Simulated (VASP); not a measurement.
The system is AlCo.

```
CELL_PARAMETERS angstrom
2.81940 0.00000 0.00000
0.00000 2.81940 0.00000
0.00000 0.00000 2.81940
ATOMIC_POSITIONS crystal
Al 0.00000 0.00000 0.00000
Co 0.50000 0.50000 0.50000
```

| Item | Value |
| --- | --- |
| Program | VASP 6.6.1 |
| Task | relaxation of cell and atoms |
| Functional | PBE |
| Potentials or basis | VASP PAW PBE potentials, release 64 (Al, Co) |
| Cutoff | 600 eV |
| k mesh | 6 × 6 × 6 |
| Occupations | gaussian, width 0.1 eV |
| Spin | no spin polarisation |

At the start: pressure 6.8 GPa; volume 11.21 Å³/atom.

Question: How do energy, volume and symmetry change on relaxing?

Answer: Over 3 steps the energy falls by 8.3 meV/atom and the volume is 11.61 Å³/atom (+3.6 %); space group Pm-3m (No. 221, to 0.05 Å).

Step by step:
| step | energy change (eV) | largest force (eV/Å) | pressure (GPa) | volume (Å³) |
| --- | --- | --- | --- | --- |
| 1 | 0.0000 | 0.0000 | 6.82 | 22.41 |
| 2 | -0.0028 | 0.0000 | -5.48 | 23.99 |
| 3 | -0.0165 | 0.0000 | -0.01 | 23.22 |

Final structure:
```
Al Co
1.0
     2.85285    0.00000    0.00000
     0.00000    2.85285    0.00000
     0.00000    0.00000    2.85285
Al Co
1 1
Cartesian
  0.0000 0.0000 0.0000
  1.4264 1.4264 1.4264
```

Caveat: the k points lie up to 0.37 Å⁻¹ apart in the final cell.
